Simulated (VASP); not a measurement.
# NiO (Fm-3m) in VASP: a series of runs

NiO is run at these levels: PBE+U; tasks: single point, relaxation of shape and atoms at fixed volume.

Everything below comes from runs of VASP 6.6.1. Logs are shortened: lines on timing, memory, paths and dates and some standing lists are left out, and cuts for length are marked.

## Step 1: The cell of the first run

The structure is cubic, space group Fm-3m (No. 225). Conventional cell: a = 4.301 Å, b = 4.301 Å, c = 4.301 Å, α = 90.00°, β = 90.00°, γ = 90.00°. Within 2.8 Å of Ni (site symmetry m-3m) lie 6 O at 2.15 Å. Within 2.8 Å of O (site symmetry m-3m) lie 6 Ni at 2.15 Å.

## Step 2: Single point, PBE+U, collinear spin, ferromagnetic start (9.94 Å³/atom)

INCAR

```
PREC     = Accurate       # precision mode
ENCUT    = 700            # plane-wave cutoff, eV
EDIFF    = 1E-6           # SCF threshold, eV
ISMEAR   = 0              # smearing method
SIGMA    = 0.05           # smearing width, eV
LREAL    = False          # projectors in reciprocal space
LASPH    = True           # aspherical terms in the spheres
NELM     = 200            # most SCF steps
ALGO     = Normal         # electronic algorithm
ISIF     = 2              # what is computed and relaxed
LWAVE    = False          # write WAVECAR
LCHARG   = True           # write CHGCAR
ISPIN    = 2              # spin polarisation
MAGMOM   = 1.92 0.21      # initial moments
LORBIT   = 11             # projections on sites
LMAXMIX  = 4              # l up to which the mixer works
LDAU     = True           # DFT+U
LDAUTYPE = 2            
LDAUL    = 2 -1           # shell
LDAUU    = 6.2 0          # U, eV
LDAUJ    = 0 0          
LDAUPRINT= 1            
GGA      = PE             # functional
LELF     = True           # ELF
LVHAR    = True         
NBANDS   = 23             # bands
GGA_COMPAT= False
```

KPOINTS

```
regular mesh
0
Gamma
  10 10 10
```

POSCAR

```
NiO
1.0
    0.0000000000      2.1503720565      2.1503720565
    2.1503720565      0.0000000000      2.1503720565
    2.1503720565      2.1503720565      0.0000000000
Ni O
1 1
Direct
    0.0000000000      0.0000000000      0.0000000000
    0.5000000000      0.5000000000      0.5000000000
```

Potentials or basis: VASP PAW PBE potentials, release 64 (Ni_sv_GW, O).

On the command line:

```
> cat potpaw_PBE.64/Ni_sv_GW/POTCAR potpaw_PBE.64/O/POTCAR > POTCAR
> mpirun -np 1 vasp_std > vasp.out
```

OUTCAR:

```text
PREC = Accurate
   ENCUT = 700
   EDIFF = 1E-6
   ISMEAR = 0
   LREAL = False
   LASPH = True
   NELM = 200
   ISIF = 2
   ISPIN = 2
   LORBIT = 11
   GGA = PE

 ion  position               nearest neighbor table
   1  0.000  0.000  0.000-   2 2.15   2 2.15   2 2.15   2 2.15   2 2.15   2 2.15
   2  0.500  0.500  0.500-   1 2.15   1 2.15   1 2.15   1 2.15   1 2.15   1 2.15

  LATTYP: Found a face centered cubic cell.
 ALAT       =     4.3007441130

  Lattice vectors:

 A1 = (   0.0000000000,   2.1503720565,   2.1503720565)
 A2 = (   2.1503720565,   0.0000000000,   2.1503720565)
 A3 = (   2.1503720565,   2.1503720565,   0.0000000000)

Analysis of symmetry for initial positions (statically):
=====================================================================
 Subroutine PRICEL returns:
 Original cell was already a primitive cell.

 Routine SETGRP: Setting up the symmetry group for a
 face centered cubic supercell.

 Subroutine GETGRP returns: Found 48 space group operations
 (whereof 48 operations were pure point group operations)
 out of a pool of 48 trial point group operations.

The static configuration has the point symmetry O_h .

Analysis of symmetry for dynamics (positions and initial velocities):
=====================================================================
 Subroutine PRICEL returns:
 Original cell was already a primitive cell.

 Routine SETGRP: Setting up the symmetry group for a
 face centered cubic supercell.

 Subroutine GETGRP returns: Found 48 space group operations
 (whereof 48 operations were pure point group operations)
 out of a pool of 48 trial point group operations.

The dynamic configuration has the point symmetry O_h .

Analysis of structural, dynamic, and magnetic symmetry:
=====================================================================
 Subroutine PRICEL returns:
 Original cell was already a primitive cell.

 Routine SETGRP: Setting up the symmetry group for a
 face centered cubic supercell.

 Subroutine GETGRP returns: Found 48 space group operations
 (whereof 48 operations were pure point group operations)
 out of a pool of 48 trial point group operations.

The overall configuration has the point symmetry O_h .

 Subroutine INISYM returns: Found 48 space group operations
 (whereof 48 operations are pure point group operations),
 and found     1 'primitive' translations

----------------------------------------------------------------------------------------

                                     Primitive cell

  volume of cell :      19.8871

  direct lattice vectors                    reciprocal lattice vectors
     0.000000000  2.150372057  2.150372057    -0.232517902  0.232517902  0.232517902
     2.150372057  0.000000000  2.150372057     0.232517902 -0.232517902  0.232517902
     2.150372057  2.150372057  0.000000000     0.232517902  0.232517902 -0.232517902

  length of vectors
     3.041085326  3.041085326  3.041085326     0.402732821  0.402732821  0.402732821

  position of ions in fractional coordinates (direct lattice)
     0.000000000  0.000000000  0.000000000
     0.500000000  0.500000000  0.500000000

  ion indices of the primitive-cell ions
   primitive index   ion index
                 1           1
                 2           2

----------------------------------------------------------------------------------------

 KPOINTS: regular mesh

Automatic generation of k-mesh.
 Grid dimensions read from file:
 generate k-points for:   10   10   10
[... 65 lines left out ...]
   LREAL  =      F    real-space projection
   EDIFFG = 0.1E-04   stopping-criterion for IOM
   NSW    =      0    number of steps for IOM
   IBRION =     -1    ionic relax: 0-MD 1-quasi-New 2-CG
   NFREE  =      0    steps in history (QN), initial steepest desc. (CG)
   ISIF   =      2    stress and relaxation
   ISYM   =      2    0-nonsym 1-usesym 2-fastsym
   POTIM  = 0.5000    time-step for ionic-motion
   TEBEG  =    0.0;   TEEND  =   0.0 temperature during run
   PSTRESS=    0.0 pullay stress
   NELECT =      24.0000    total number of electrons
   NUPDOWN=      -1.0000    fix difference up-down
   EMIN   =  10.00;   EMAX   =-10.00  energy-range for DOS
   EFERMI =   0.00;   METHOD = LEGACY
   ISMEAR =     0;   SIGMA  =   0.05  broadening in eV -4-tet -1-fermi 0-gaus
   EFERMI_NEDOS =   21; number of points for ismear=-14 and -15
   IALGO  =     38    algorithm
   IMIX   =      4    mixing-type and parameters
     AMIX     =   0.40;   BMIX     =  1.00
     AMIX_MAG =   1.60;   BMIX_MAG =  1.00
  volume/ion in A,a.u.               =       9.94        67.10
  Fermi-wavevector in a.u.,A,eV,Ry     =   1.742964  3.293724 41.333437  3.037922
  Thomas-Fermi vector in A             =   2.815127
   LORBIT       =     11    0 simple, 1 ext, 2 COOP (PROOUT), +10 PAW based schemes
 LDA+U is selected, type is set to LDAUTYPE =  2
   angular momentum for each species LDAUL =     2   -1
   U (eV)           for each species LDAUU =   6.2  0.0
   J (eV)           for each species LDAUJ =   0.0  0.0
   GGA     = PE    functional components
   LHFCALC =     F    Hartree Fock is set to
   AEXX    =    0.0000 exact exchange contribution
   IVDW    =     0    specifies the selected vdW correction
   LEPSILON=     F    determine dielectric tensor
   LRPA    =     F    only Hartree local field effects (RPA)
 spin polarized calculation
 Gauss-broadening in eV      SIGMA  =   0.05
  energy-cutoff  :      700.00
  volume of cell :       19.89
 maximum number of plane-waves:       869
 NGX is ok and might be reduce to    28

atom =   1  type =  1  l = 2

 onsite density matrix

spin component  1

  0.9391  0.0000  0.0000 -0.0000  0.0000
  0.0000  0.9391 -0.0000 -0.0000 -0.0000
  0.0000 -0.0000  0.9662  0.0000  0.0000
 -0.0000 -0.0000  0.0000  0.9391  0.0000
  0.0000 -0.0000  0.0000  0.0000  0.9662

spin component  2

  0.9321  0.0000 -0.0000  0.0000  0.0000
  0.0000  0.9321  0.0000 -0.0000  0.0000
 -0.0000  0.0000  0.0862  0.0000  0.0000
  0.0000 -0.0000  0.0000  0.9321  0.0000
  0.0000  0.0000  0.0000  0.0000  0.0862

 occupancies and eigenvectors

  o =  0.0862  v =  0.0000  0.0000  0.0000  0.0000  0.0000  0.0000  0.0000 -0.1770 -0.0000 -0.9842      0.0000  0.0000  0.0000  0.0000  0.0000  0.0000  0.0000  0.0000  0.0000  0.0000
  o =  0.0862  v =  0.0000  0.0000  0.0000  0.0000  0.0000  0.0000 -0.0000 -0.9842 -0.0000  0.1770      0.0000  0.0000  0.0000  0.0000  0.0000  0.0000  0.0000  0.0000  0.0000  0.0000
  o =  0.9321  v =  0.0000  0.0000  0.0000  0.0000  0.0000  0.0000 -0.7046  0.0000 -0.7096 -0.0000      0.0000  0.0000  0.0000  0.0000  0.0000  0.0000  0.0000  0.0000  0.0000  0.0000
  o =  0.9321  v =  0.0000  0.0000  0.0000  0.0000  0.0000  1.0000  0.0000  0.0000  0.0000  0.0000      0.0000  0.0000  0.0000  0.0000  0.0000  0.0000  0.0000  0.0000  0.0000  0.0000
  o =  0.9321  v =  0.0000  0.0000  0.0000  0.0000  0.0000  0.0000 -0.7096  0.0000  0.7046 -0.0000      0.0000  0.0000  0.0000  0.0000  0.0000  0.0000  0.0000  0.0000  0.0000  0.0000
  o =  0.9391  v =  0.0000  0.1708 -0.0000 -0.9853 -0.0000  0.0000  0.0000  0.0000  0.0000  0.0000      0.0000  0.0000  0.0000  0.0000  0.0000  0.0000  0.0000  0.0000  0.0000  0.0000
  o =  0.9391  v =  1.0000  0.0000  0.0000  0.0000  0.0000  0.0000  0.0000  0.0000  0.0000  0.0000      0.0000  0.0000  0.0000  0.0000  0.0000  0.0000  0.0000  0.0000  0.0000  0.0000
  o =  0.9391  v =  0.0000  0.9853 -0.0000  0.1708 -0.0000  0.0000  0.0000  0.0000  0.0000  0.0000      0.0000  0.0000  0.0000  0.0000  0.0000  0.0000  0.0000  0.0000  0.0000  0.0000
  o =  0.9662  v =  0.0000 -0.0000  0.1293 -0.0000 -0.9916  0.0000  0.0000  0.0000  0.0000  0.0000      0.0000  0.0000  0.0000  0.0000  0.0000  0.0000  0.0000  0.0000  0.0000  0.0000
  o =  0.9662  v =  0.0000  0.0000  0.9916 -0.0000  0.1293  0.0000  0.0000  0.0000  0.0000  0.0000      0.0000  0.0000  0.0000  0.0000  0.0000  0.0000  0.0000  0.0000  0.0000  0.0000

 number of electron      24.0000008 magnetization       2.0000188

 Free energy of the ion-electron system (eV)
  ---------------------------------------------------
  ext. energy  EPLUGINS =         0.00000000
  ---------------------------------------------------
  free energy    TOTEN  =       -10.24958473 eV

  energy without entropy =      -10.24958473  energy(sigma->0) =      -10.24958473

 E-fermi :   5.7068     XC(G=0): -12.4785

 val. band max:        5.1283089409   @ k =   0.5000   0.0000   0.0000
 cond. band min:       7.0166783157   @ k =   0.0000   0.0000   0.0000
 fundamental gap:      1.8883693747
 Fermi energy:         5.7067616167

 spin component 1

 k-point     1 :       0.0000    0.0000    0.0000
  band No.  band energies     occupation
      1     -98.8823      1.00000
      2     -59.2565      1.00000
      3     -59.2565      1.00000
      4     -59.2565      1.00000
      5     -13.2649      1.00000
      6      -0.3885      1.00000
[... 1241 lines left out ...]
     22      36.9336      0.00000
     23      36.9815      0.00000

 [... further k-points ...]

------------------------ aborting loop because EDIFF is reached ----------------------------------------

  FORCE on cell =-STRESS in cart. coord.  units (eV):
  Direction    XX          YY          ZZ          XY          YZ          ZX
  --------------------------------------------------------------------------------------
  -------------------------------------------------------------------------------------
  Total       -0.7619350     -0.7619350     -0.7619350      0.0000000      0.0000000     -0.0000000
  in kB      -61.3843503    -61.3843503    -61.3843503      0.0000000      0.0000000     -0.0000000
  external PRESSURE =     -61.3843503 kB  Pullay stress =       0.0000000 kB

 VOLUME and BASIS-vectors are now :
 -----------------------------------------------------------------------------
  energy-cutoff  :      700.00
  volume of cell :       19.89
      direct lattice vectors                 reciprocal lattice vectors
     0.000000000  2.150372057  2.150372057    -0.232517902  0.232517902  0.232517902
     2.150372057  0.000000000  2.150372057     0.232517902 -0.232517902  0.232517902
     2.150372057  2.150372057  0.000000000     0.232517902  0.232517902 -0.232517902

 POSITION                                       TOTAL-FORCE (eV/Angst)
 -----------------------------------------------------------------------------------
      0.00000      0.00000      0.00000        -0.000000     -0.000000     -0.000000
      2.15037      2.15037      2.15037         0.000000      0.000000      0.000000
 -----------------------------------------------------------------------------------
    total drift:                                0.000000      0.000000      0.000000

  FREE ENERGIE OF THE ION-ELECTRON SYSTEM (eV)
  ---------------------------------------------------
  free  energy   TOTEN  =       -10.2495847348 eV

  energy  without entropy=      -10.2495847348  energy(sigma->0) =      -10.24958473

 total charge

# of ion       s       p       d       f       tot
--------------------------------------------------
    1        2.153   6.194   7.694   0.007  16.048
    2        1.545   3.452   0.000   0.000   4.997
--------------------------------------------------
tot          3.697   9.646   7.694   0.007  21.045

 magnetization (x)

# of ion       s       p       d       f       tot
--------------------------------------------------
    1        0.010   0.011   1.778   0.001   1.799
    2        0.020   0.141   0.000   0.000   0.160
--------------------------------------------------
tot          0.029   0.152   1.778   0.001   1.960
```

It took 53 s on 1 thread of Intel Xeon 6975P-C (Granite Rapids), shared host; peak memory 0.21 GiB.

What came out:

| Item | Value |
| --- | --- |
| Free energy | -10.2496 eV |
| Pressure | -6.1 GPa |
| Band gap on the k mesh | 1.89 eV (least direct gap 2.97 eV) |
| Net moment | 2.00 μB per cell |
| Site moments | Ni +1.80; O +0.16 μB |
| Valence electrons inside the program's atomic spheres | Ni 16.05; O 5.00 |

Levels at points of the mesh, in eV from the valence-band top:
Spin up:
```tsv
k point	band 10	band 11	band 12	band 13	band 14	band 15	band 16	band 17
(0.00, 0.00, 0.00)	-4.47	-1.38	-1.38	-1.38	1.89	18.20	18.34	18.34
(0.50, 0.00, 0.00)	-4.06	-2.92	0.00	0.00	6.16	10.08	14.09	14.09
(0.50, 0.50, 0.00)	-3.78	-3.78	-2.64	-2.64	6.16	11.02	11.89	16.43
```
Spin down:
```
           k point  band 8  band 9  band 10  band 11  band 12  band 13  band 14  band 15
(0.00, 0.00, 0.00)   -3.42   -1.08    -1.08    -1.08     2.23     2.89     2.89    18.14
(0.50, 0.00, 0.00)   -3.56   -1.98    -1.81    -1.81     4.98     4.98     6.34    10.54
(0.50, 0.50, 0.00)   -2.66   -2.66    -2.36    -2.36     3.34     3.65     6.78    11.29
```

Eigenvalues of the final occupation matrices:
```
    site  spin  trace               eigenvalues
site 1 d     1   4.75  0.94 0.94 0.94 0.97 0.97
site 1 d     2   2.97  0.09 0.09 0.93 0.93 0.93
```

Caveat: the cell stands under tension; a cell with one magnetic atom can't hold antiferromagnetic order, which such compounds often take. A k mesh can miss the band edges.

## Step 3: Single point, PBE+U, collinear spin, antiferromagnetic start

This run uses another cell than the first one: it holds 4 atoms, not 2.

INCAR

```
SYSTEM = NiO
  ALGO = Normal
  EDIFF = 1E-6
  ENCUT = 700
  GGA = PE
  GGA_COMPAT = .False.
  ISIF = 2
  ISMEAR = 0
  ISPIN = 2
  LASPH = .True.
  LCHARG = .False.
  LDAU = .True.
  LDAUJ = 0 0
  LDAUL = 2 -1
  LDAUPRINT = 1
  LDAUTYPE = 2
  LDAUU = 6.2 0
  LMAXMIX = 4
  LORBIT = 11
  LREAL = .False.
  LWAVE = .False.
  MAGMOM = 2 -2 0 0
  NBANDS = 36
  NELM = 200
  PREC = Accurate
  SIGMA = 0.05
```

KPOINTS

```
k-points
0
Gamma
  6 6 6
  0 0 0
```

POSCAR

```
NiO
1.0
    0.0000000000      2.1337902789      2.1337902789
    2.1337902789      0.0000000000      2.1337902789
    4.2675805578      2.1337902789     -2.1337902789
Ni O
2 2
Direct
    0.0000000000      0.0000000000      0.0000000000
    0.5000000000      0.0000000000      0.5000000000
    0.7500000000      0.5000000000      0.2500000000
    1.2500000000      0.5000000000      0.7500000000
```

Potentials or basis: VASP PAW PBE potentials, release 64 (Ni_sv_GW, O).

On the command line:

```
> cat potpaw_PBE.64/Ni_sv_GW/POTCAR potpaw_PBE.64/O/POTCAR > POTCAR
> mpirun -np 1 vasp_std > vasp.out
```

Run time: 1.9 min. Hardware: 1 thread of AMD EPYC 9R45 (Zen 5), shared host; peak memory 0.26 GiB.

It converged, with:

| Property | Result |
| --- | --- |
| Free energy | -20.6559 eV |
| Pressure | -4.1 GPa |
| Band gap on the k mesh | 2.73 eV |
| Net moment | 0.00 μB per cell |
| Site moments | Ni +1.75, -1.75; O +0.00 μB |
| Valence electrons inside the program's atomic spheres | Ni 16.07; O 5.00 |

Stress tensor (GPa, compression positive):
```
-4.13 -0.09  0.09
-0.09 -4.13  0.09
 0.09  0.09 -4.13
```

Levels at points of the mesh, in eV from the valence-band top:
Spin up:
| k point | band 21 | band 22 | band 23 | band 24 | band 25 | band 26 | band 27 | band 28 |
| --- | --- | --- | --- | --- | --- | --- | --- | --- |
| (0.00, 0.00, 0.00) | -0.82 | -0.81 | -0.66 | -0.66 | 2.73 | 4.64 | 4.64 | 6.86 |
| (0.50, 0.00, 0.00) | -1.57 | -1.53 | -1.17 | -0.56 | 4.56 | 4.60 | 8.49 | 8.78 |
| (0.00, 0.50, 0.00) | -2.11 | -1.64 | -0.57 | -0.46 | 4.82 | 4.93 | 6.86 | 7.19 |
| (0.00, 0.00, 0.50) | -1.28 | -1.28 | 0.00 | 0.00 | 4.48 | 4.48 | 5.46 | 5.59 |
Spin down:
| k point | band 21 | band 22 | band 23 | band 24 | band 25 | band 26 | band 27 | band 28 |
| --- | --- | --- | --- | --- | --- | --- | --- | --- |
| (0.00, 0.00, 0.00) | -0.82 | -0.81 | -0.66 | -0.66 | 2.73 | 4.64 | 4.64 | 6.86 |
| (0.50, 0.00, 0.00) | -1.57 | -1.53 | -1.17 | -0.56 | 4.56 | 4.60 | 8.49 | 8.78 |
| (0.00, 0.50, 0.00) | -2.11 | -1.64 | -0.57 | -0.46 | 4.82 | 4.93 | 6.86 | 7.19 |
| (0.00, 0.00, 0.50) | -1.28 | -1.28 | 0.00 | 0.00 | 4.48 | 4.48 | 5.46 | 5.59 |

Eigenvalues of the final occupation matrices:
| site | spin | trace | eigenvalues |
| --- | --- | --- | --- |
| site 1 d | 1 | 4.74 | 0.94 0.94 0.94 0.96 0.96 |
| site 1 d | 2 | 2.99 | 0.10 0.10 0.93 0.93 0.93 |
| site 2 d | 1 | 2.99 | 0.10 0.10 0.93 0.93 0.93 |
| site 2 d | 2 | 4.74 | 0.94 0.94 0.94 0.96 0.96 |

Caveat: the cell stands under tension. A k mesh can miss the band edges.

(Part 1 of 2 ends here.)
